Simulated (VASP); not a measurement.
# GaAs (F-43m) in VASP: settings compared

GaAs is run at these levels: r2SCAN, PBE, PBEsol, LDA; tasks: single point, relaxation of cell and atoms.

All numbers are computed with VASP 6.6.1; they aren't measurements. Logs are shortened: lines on timing, memory, paths and dates and some standing lists are left out, and cuts for length are marked.

## (1) The cell of the first run

Symmetry: F-43m, No. 216, cubic system. The conventional cell has a = 5.666 Å, b = 5.666 Å, c = 5.666 Å, α = 90.00°, β = 90.00°, γ = 90.00°. Ga (site symmetry -43m) has 4 As at 2.45 Å within 3.2 Å. As (site symmetry -43m) has 4 Ga at 2.45 Å within 3.2 Å.

## (2) Single point, r2SCAN

File POSCAR:

```
GaAs
1.0
    0.0000000000      2.8330850794      2.8330850794
    2.8330850794      0.0000000000      2.8330850794
    2.8330850794      2.8330850794      0.0000000000
Ga As
1 1
Direct
    0.0000000000      0.0000000000      0.0000000000
    0.2500000000      0.2500000000      0.2500000000
```

File INCAR.step1:

```
SYSTEM = GaAs
  ALGO = Normal
  EDIFF = 1E-4
  ENCUT = 520
  GGA = PE
  ISMEAR = -1
  LASPH = .True.
  LCHARG = .False.
  LREAL = .False.
  LWAVE = .True.
  NBANDS = 16
  NELM = 100
  PREC = Accurate
  SIGMA = 0.02
```

File INCAR.step2:

```
SYSTEM = GaAs
  ALGO = Normal
  EDIFF = 1E-6
  ENCUT = 520
  ISIF = 2
  ISMEAR = -1
  ISTART = 1
  LASPH = .True.
  LCHARG = .False.
  LMIXTAU = .True.
  LREAL = .False.
  LWAVE = .False.
  METAGGA = R2SCAN
  NBANDS = 16
  NELM = 100
  PREC = Accurate
  SIGMA = 0.02
```

File KPOINTS:

```
k-points
0
Gamma
  8 8 8
  0 0 0
```

Potentials or basis: VASP PAW PBE potentials, release 64 (Ga_d, As).

Started as:

```
> cat potpaw_PBE.64/Ga_d/POTCAR potpaw_PBE.64/As/POTCAR > POTCAR
> cp INCAR.step1 INCAR
> mpirun -np 1 vasp_std > vasp.out
> cp INCAR.step2 INCAR
> mpirun -np 1 vasp_std > vasp.out
```

OUTCAR:

```text
SYSTEM = GaAs
   EDIFF = 1E-6
   ENCUT = 520
   ISIF = 2
   ISMEAR = -1
   ISTART = 1
   LASPH = .True.
   LREAL = .False.
   METAGGA = R2SCAN
   NELM = 100
   PREC = Accurate

 ion  position               nearest neighbor table
   1  0.000  0.000  0.000-   2 2.45   2 2.45   2 2.45   2 2.45
   2  0.250  0.250  0.250-   1 2.45   1 2.45   1 2.45   1 2.45

  LATTYP: Found a face centered cubic cell.
 ALAT       =     5.6661701588

  Lattice vectors:

 A1 = (   0.0000000000,   2.8330850794,   2.8330850794)
 A2 = (   2.8330850794,   0.0000000000,   2.8330850794)
 A3 = (   2.8330850794,   2.8330850794,   0.0000000000)

Analysis of symmetry for initial positions (statically):
=====================================================================
 Subroutine PRICEL returns:
 Original cell was already a primitive cell.

 Routine SETGRP: Setting up the symmetry group for a
 face centered cubic supercell.

 Subroutine GETGRP returns: Found 24 space group operations
 (whereof 24 operations were pure point group operations)
 out of a pool of 48 trial point group operations.

The static configuration has the point symmetry T_d .

Analysis of symmetry for dynamics (positions and initial velocities):
=====================================================================
 Subroutine PRICEL returns:
 Original cell was already a primitive cell.

 Routine SETGRP: Setting up the symmetry group for a
 face centered cubic supercell.

 Subroutine GETGRP returns: Found 24 space group operations
 (whereof 24 operations were pure point group operations)
 out of a pool of 48 trial point group operations.

The dynamic configuration has the point symmetry T_d .

 Subroutine INISYM returns: Found 24 space group operations
 (whereof 24 operations are pure point group operations),
 and found     1 'primitive' translations

----------------------------------------------------------------------------------------

                                     Primitive cell

  volume of cell :      45.4788

  direct lattice vectors                    reciprocal lattice vectors
     0.000000000  2.833085079  2.833085079    -0.176486052  0.176486052  0.176486052
     2.833085079  0.000000000  2.833085079     0.176486052 -0.176486052  0.176486052
     2.833085079  2.833085079  0.000000000     0.176486052  0.176486052 -0.176486052

  length of vectors
     4.006587343  4.006587343  4.006587343     0.305682808  0.305682808  0.305682808

  position of ions in fractional coordinates (direct lattice)
     0.000000000  0.000000000  0.000000000
     0.250000000  0.250000000  0.250000000

[... 77 lines left out ...]
   LREAL  =      F    real-space projection
   EDIFFG = 0.1E-04   stopping-criterion for IOM
   NSW    =      0    number of steps for IOM
   IBRION =     -1    ionic relax: 0-MD 1-quasi-New 2-CG
   NFREE  =      0    steps in history (QN), initial steepest desc. (CG)
   ISIF   =      2    stress and relaxation
   ISYM   =      2    0-nonsym 1-usesym 2-fastsym
   POTIM  = 0.5000    time-step for ionic-motion
   TEBEG  =    0.0;   TEEND  =   0.0 temperature during run
   PSTRESS=    0.0 pullay stress
   NELECT =      18.0000    total number of electrons
   NUPDOWN=      -1.0000    fix difference up-down
   EMIN   =  10.00;   EMAX   =-10.00  energy-range for DOS
   EFERMI =   0.00;   METHOD = LEGACY
   ISMEAR =    -1;   SIGMA  =   0.02  broadening in eV -4-tet -1-fermi 0-gaus
   EFERMI_NEDOS =   21; number of points for ismear=-14 and -15
   IALGO  =     38    algorithm
   IMIX   =      4    mixing-type and parameters
     AMIX     =   0.40;   BMIX     =  1.00
     AMIX_MAG =   1.60;   BMIX_MAG =  1.00
  volume/ion in A,a.u.               =      22.74       153.45
  Fermi-wavevector in a.u.,A,eV,Ry     =   1.201977  2.271407 19.656990  1.444748
  Thomas-Fermi vector in A             =   2.337771
   LORBIT       =      0    0 simple, 1 ext, 2 COOP (PROOUT), +10 PAW based schemes
   METAGGA = R2SCAN    functional components
   LHFCALC =     F    Hartree Fock is set to
   AEXX    =    0.0000 exact exchange contribution
   IVDW    =     0    specifies the selected vdW correction
   LEPSILON=     F    determine dielectric tensor
   LRPA    =     F    only Hartree local field effects (RPA)
 non-spin polarized calculation
  energy-cutoff  :      520.00
  volume of cell :       45.48
 maximum number of plane-waves:      1243
 NGX is ok and might be reduce to    30
   NGX = 15   NGY = 15   NGZ = 15

 number of electron      17.9999990 magnetization

 Free energy of the ion-electron system (eV)
  ---------------------------------------------------
  ext. energy  EPLUGINS =         0.00000000
  ---------------------------------------------------
  free energy    TOTEN  =       -27.05325005 eV

  energy without entropy =      -27.05325005  energy(sigma->0) =      -27.05325005

 E-fermi :   4.0265     XC(G=0): -10.2235

 val. band max:        3.6170944070   @ k =   0.0000   0.0000   0.0000
 cond. band min:       4.5605571197   @ k =   0.0000   0.0000   0.0000
 fundamental gap:      0.9434627128
 Fermi energy:         4.0264741837

 k-point     1 :       0.0000    0.0000    0.0000
  band No.  band energies     occupation
      1     -11.6073      2.00000
      2     -11.6073      2.00000
      3     -11.6073      2.00000
      4     -11.5196      2.00000
      5     -11.5196      2.00000
      6      -9.5443      2.00000
[... 433 lines left out ...]
      3     -11.5730      2.00000
      4     -11.5241      2.00000
      5     -11.5159      2.00000
      6      -7.3589      2.00000
[... 8 lines left out ...]
     15      15.8958      0.00000
     16      16.4652      0.00000

 [... further k-points ...]

------------------------ aborting loop because EDIFF is reached ----------------------------------------

  FORCE on cell =-STRESS in cart. coord.  units (eV):
  Direction    XX          YY          ZZ          XY          YZ          ZX
  --------------------------------------------------------------------------------------
  -------------------------------------------------------------------------------------
  Total        0.0375351      0.0375351      0.0375351      0.0000000     -0.0000000     -0.0000000
  in kB        1.3223295      1.3223295      1.3223295      0.0000000     -0.0000000     -0.0000000
  external PRESSURE =       1.3223295 kB  Pullay stress =       0.0000000 kB

 VOLUME and BASIS-vectors are now :
 -----------------------------------------------------------------------------
  energy-cutoff  :      520.00
  volume of cell :       45.48
      direct lattice vectors                 reciprocal lattice vectors
     0.000000000  2.833085079  2.833085079    -0.176486052  0.176486052  0.176486052
     2.833085079  0.000000000  2.833085079     0.176486052 -0.176486052  0.176486052
     2.833085079  2.833085079  0.000000000     0.176486052  0.176486052 -0.176486052

 POSITION                                       TOTAL-FORCE (eV/Angst)
 -----------------------------------------------------------------------------------
      0.00000      0.00000      0.00000         0.000000      0.000000      0.000000
      1.41654      1.41654      1.41654        -0.000000     -0.000000     -0.000000
 -----------------------------------------------------------------------------------
    total drift:                                0.000001      0.000001      0.000001

  FREE ENERGIE OF THE ION-ELECTRON SYSTEM (eV)
  ---------------------------------------------------
  free  energy   TOTEN  =       -27.0532500497 eV

  energy  without entropy=      -27.0532500497  energy(sigma->0) =      -27.05325005
```

OUTCAR.step1:

```text
SYSTEM = GaAs
   EDIFF = 1E-4
   ENCUT = 520
   GGA = PE
   ISMEAR = -1
   LASPH = .True.
   LREAL = .False.
[... 676 lines left out ...]
      0.00000      0.00000      0.00000         0.000000      0.000000      0.000000
      1.41654      1.41654      1.41654        -0.000000     -0.000000     -0.000000
 -----------------------------------------------------------------------------------
    total drift:                                0.000002      0.000002      0.000002

  FREE ENERGIE OF THE ION-ELECTRON SYSTEM (eV)
  ---------------------------------------------------
  free  energy   TOTEN  =        -8.2530649184 eV

  energy  without entropy=       -8.2530648900  energy(sigma->0) =       -8.25306490
```

It took 57 s on 1 thread of Intel Xeon Platinum 8488C (Sapphire Rapids), shared host; peak memory 0.18 GiB.

What came out:

| Quantity | Value |
| --- | --- |
| Free energy | -27.0533 eV |
| Pressure | 0.1 GPa |
| Band gap on the k mesh | 0.94 eV, direct |

Caveat: the PAW data sets were made with another functional, which shifts forces and pressure a little.

## (3) Single point, r2SCAN

POSCAR is that of step 2.

File INCAR.step1:

```
SYSTEM = GaAs
  PREC = Accurate
  ENCUT = 520
  ISMEAR = 0
  SIGMA = 0.01
  LREAL = .False.
  LASPH = .True.
  NELM = 60
  NBANDS = 16
  GGA = PE
  ALGO = Normal
  EDIFF = 1E-4
  LWAVE = .True.
  LCHARG = .False.
```

File INCAR.step2:

```
SYSTEM = GaAs
  PREC = Accurate
  ENCUT = 520
  EDIFF = 1E-7
  ISMEAR = 0
  SIGMA = 0.01
  LREAL = .False.
  LASPH = .True.
  NELM = 60
  ALGO = Normal
  ISIF = 2
  LWAVE = .False.
  LCHARG = .False.
  METAGGA = R2SCAN
  LMIXTAU = .True.
  NBANDS = 16
  ISTART = 1
```

File KPOINTS:

```
regular mesh
0
Gamma
  8 8 8
  0 0 0
```

Potentials or basis: VASP PAW PBE potentials, release 64 (Ga_d, As).

Started as:

```
> cat potpaw_PBE.64/Ga_d/POTCAR potpaw_PBE.64/As/POTCAR > POTCAR
> cp INCAR.step1 INCAR
> mpirun -np 1 vasp_std > vasp.out
> cp INCAR.step2 INCAR
> mpirun -np 1 vasp_std > vasp.out
```

OUTCAR:

```text
SYSTEM = GaAs
   PREC = Accurate
   ENCUT = 520
   EDIFF = 1E-7
   ISMEAR = 0
   LREAL = .False.
   LASPH = .True.
   NELM = 60
   ISIF = 2
   METAGGA = R2SCAN
   ISTART = 1

 ion  position               nearest neighbor table
   1  0.000  0.000  0.000-   2 2.45   2 2.45   2 2.45   2 2.45
   2  0.250  0.250  0.250-   1 2.45   1 2.45   1 2.45   1 2.45

  LATTYP: Found a face centered cubic cell.
 ALAT       =     5.6661701588

  Lattice vectors:

 A1 = (   0.0000000000,   2.8330850794,   2.8330850794)
 A2 = (   2.8330850794,   0.0000000000,   2.8330850794)
 A3 = (   2.8330850794,   2.8330850794,   0.0000000000)

Analysis of symmetry for initial positions (statically):
=====================================================================
 Subroutine PRICEL returns:
 Original cell was already a primitive cell.

 Routine SETGRP: Setting up the symmetry group for a
 face centered cubic supercell.

 Subroutine GETGRP returns: Found 24 space group operations
 (whereof 24 operations were pure point group operations)
 out of a pool of 48 trial point group operations.

The static configuration has the point symmetry T_d .
[... 161 lines left out ...]

 E-fermi :   3.7168     XC(G=0): -10.2237

 val. band max:        3.6172519764   @ k =   0.0000   0.0000   0.0000
 cond. band min:       4.5603661000   @ k =   0.0000   0.0000   0.0000
 fundamental gap:      0.9431141236
 Fermi energy:         3.7167929433

 k-point     1 :       0.0000    0.0000    0.0000
  band No.  band energies     occupation
      1     -11.6073      2.00000
      2     -11.6073      2.00000
      3     -11.6073      2.00000
      4     -11.5196      2.00000
      5     -11.5196      2.00000
      6      -9.5444      2.00000
[... 433 lines left out ...]
      3     -11.5730      2.00000
      4     -11.5241      2.00000
      5     -11.5159      2.00000
      6      -7.3589      2.00000
[... 8 lines left out ...]
     15      15.8961      0.00000
     16      16.4654      0.00000

 [... further k-points ...]

------------------------ aborting loop because EDIFF is reached ----------------------------------------

  FORCE on cell =-STRESS in cart. coord.  units (eV):
  Direction    XX          YY          ZZ          XY          YZ          ZX
  --------------------------------------------------------------------------------------
  -------------------------------------------------------------------------------------
  Total        0.0347240      0.0347240      0.0347240     -0.0000000      0.0000000     -0.0000000
  in kB        1.2232960      1.2232960      1.2232960     -0.0000000      0.0000000     -0.0000000
  external PRESSURE =       1.2232960 kB  Pullay stress =       0.0000000 kB

 VOLUME and BASIS-vectors are now :
 -----------------------------------------------------------------------------
  energy-cutoff  :      520.00
  volume of cell :       45.48
      direct lattice vectors                 reciprocal lattice vectors
     0.000000000  2.833085079  2.833085079    -0.176486052  0.176486052  0.176486052
     2.833085079  0.000000000  2.833085079     0.176486052 -0.176486052  0.176486052
     2.833085079  2.833085079  0.000000000     0.176486052  0.176486052 -0.176486052

 POSITION                                       TOTAL-FORCE (eV/Angst)
 -----------------------------------------------------------------------------------
      0.00000      0.00000      0.00000         0.000000      0.000000      0.000000
      1.41654      1.41654      1.41654        -0.000000     -0.000000     -0.000000
 -----------------------------------------------------------------------------------
    total drift:                                0.000001      0.000001      0.000001

  FREE ENERGIE OF THE ION-ELECTRON SYSTEM (eV)
  ---------------------------------------------------
  free  energy   TOTEN  =       -27.0532508753 eV

  energy  without entropy=      -27.0532508753  energy(sigma->0) =      -27.05325088
```

OSZICAR.step1:

```text
N       E                     dE             d eps       ncg     rms          rms(c)
DAV:   1     0.825982094530E+02    0.82598E+02   -0.89670E+03   936   0.152E+03
DAV:   2    -0.182530371750E+01   -0.84424E+02   -0.80461E+02  1048   0.308E+02
DAV:   3    -0.831610271751E+01   -0.64908E+01   -0.64692E+01  1160   0.666E+01
DAV:   4    -0.841082714844E+01   -0.94724E-01   -0.94712E-01  1120   0.871E+00
DAV:   5    -0.841222665432E+01   -0.13995E-02   -0.13995E-02  1192   0.987E-01    0.288E+00
DAV:   6    -0.827122140652E+01    0.14101E+00   -0.21078E-01  1424   0.787E+00    0.174E+00
DAV:   7    -0.825176023539E+01    0.19461E-01   -0.63115E-02  1168   0.180E+00    0.560E-01
DAV:   8    -0.825259960025E+01   -0.83936E-03   -0.10227E-02  1080   0.114E+00    0.107E-01
DAV:   9    -0.825299925982E+01   -0.39966E-03   -0.94193E-04  1152   0.363E-01    0.507E-02
DAV:  10    -0.825306491623E+01   -0.65656E-04   -0.60105E-05   856   0.868E-02
   1 F= -.82530649E+01 E0= -.82530649E+01  d E =-.496658E-40
```

Run time: 67 s. Hardware: 1 thread of Intel Xeon Platinum 8488C (Sapphire Rapids), shared host; peak memory 0.18 GiB.

What came out:

| Item | Value |
| --- | --- |
| Free energy | -27.0533 eV |
| Pressure | 0.1 GPa |
| Band gap on the k mesh | 0.94 eV, direct |

Levels at points of the mesh, in eV from the valence-band top:
```tsv
k point	band 7	band 8	band 9	band 10	band 11	band 12
(0.00, 0.00, 0.00)	0.00	0.00	0.00	0.94	4.04	4.04
(0.50, 0.00, 0.00)	-6.78	-1.17	-1.17	1.34	4.98	4.98
(0.50, 0.50, 0.00)	-6.96	-2.75	-2.75	1.77	1.95	10.81
```

Caveat: the PAW data sets were made with another functional, which shifts forces and pressure a little. r2SCAN opens gaps a little over a GGA but as a rule still falls short of measured ones.

## (4) Relaxation of cell and atoms, PBE

This run uses another cell than the first one, of 20.67 Å³/atom, 0.909 times its volume.

File INCAR:

```
SYSTEM = GaAs
ALGO = Normal ; EDIFF = 1E-7
EDIFFG = -0.005 ; ENCUT = 600
GGA = PE ; IBRION = 2
ISIF = 3 ; ISMEAR = -1
LASPH = .TRUE. ; LCHARG = .FALSE.
LREAL = .FALSE. ; LWAVE = .FALSE.
NELM = 60 ; NSW = 80
PREC = Accurate ; SIGMA = 0.02
```

File KPOINTS:

```
k-points
0
G
  8 8 8
  0 0 0
```

File POSCAR:

```
GaAs
1.0
    0.0000000000      2.7443767696      2.7443767696
    2.7443767696      0.0000000000      2.7443767696
    2.7443767696      2.7443767696      0.0000000000
Ga As
1 1
Direct
    0.0000000000      0.0000000000      0.0000000000
    0.2500000000      0.2500000000      0.2500000000
```

Started as:

```
> cat potpaw_PBE.64/Ga_d/POTCAR potpaw_PBE.64/As/POTCAR > POTCAR
> mpirun -np 1 vasp_std > vasp.out
```

Run time: 38 s. Hardware: 1 thread of Intel Xeon Platinum 8488C (Sapphire Rapids), shared host; peak memory 0.19 GiB.

It converged, with:

* Free energy: -8.2705 eV
* Relaxed volume: 23.76 Å³/atom
* Relaxed cell: a = 4.066 Å, b = 4.066 Å, c = 4.066 Å, α = 60.00°, β = 60.00°, γ = 60.00°
* Space group after relaxing (to 0.05 Å): F-43m (No. 216)
* Energy gained by relaxing: 99.1 meV/atom
* Ionic steps: 3
* Pressure after relaxing: 0.0 GPa
* Band gap on the k mesh: 0.15 eV, direct

The path:
| step | energy change (eV) | largest force (eV/Å) | pressure (GPa) | volume (Å³) |
| --- | --- | --- | --- | --- |
| 1 | 0.0000 | 0.0000 | 11.72 | 41.34 |
| 2 | -0.1561 | 0.0000 | -3.60 | 51.06 |
| 3 | -0.1982 | 0.0000 | 0.01 | 47.52 |

Final structure:
```cif
data_structure
_symmetry_space_group_name_H-M 'P 1'
_symmetry_Int_Tables_number 1
_cell_length_a 4.0655
_cell_length_b 4.0655
_cell_length_c 4.0655
_cell_angle_alpha 60.000
_cell_angle_beta 60.000
_cell_angle_gamma 60.000
_cell_volume 47.52
loop_
_atom_site_label
_atom_site_type_symbol
_atom_site_fract_x
_atom_site_fract_y
_atom_site_fract_z
_atom_site_occupancy
Ga1 Ga 0.00000 0.00000 0.00000 1
As1 As 0.25000 0.25000 0.25000 1
```

Levels at points of the mesh, in eV from the valence-band top:
| k point | band 5 | band 6 | band 7 | band 8 | band 9 | band 10 | band 11 | band 12 | band 13 |
| --- | --- | --- | --- | --- | --- | --- | --- | --- | --- |
| (0.00, 0.00, 0.00) | -14.66 | -12.38 | 0.00 | 0.00 | 0.00 | 0.15 | 3.71 | 3.71 | 3.71 |
| (0.50, 0.00, 0.00) | -14.66 | -10.76 | -6.37 | -1.07 | -1.07 | 0.86 | 4.61 | 4.61 | 7.70 |
| (0.50, 0.50, 0.00) | -14.65 | -10.09 | -6.59 | -2.51 | -2.51 | 1.56 | 1.67 | 9.77 | 9.77 |

[end of part 1 of 2]
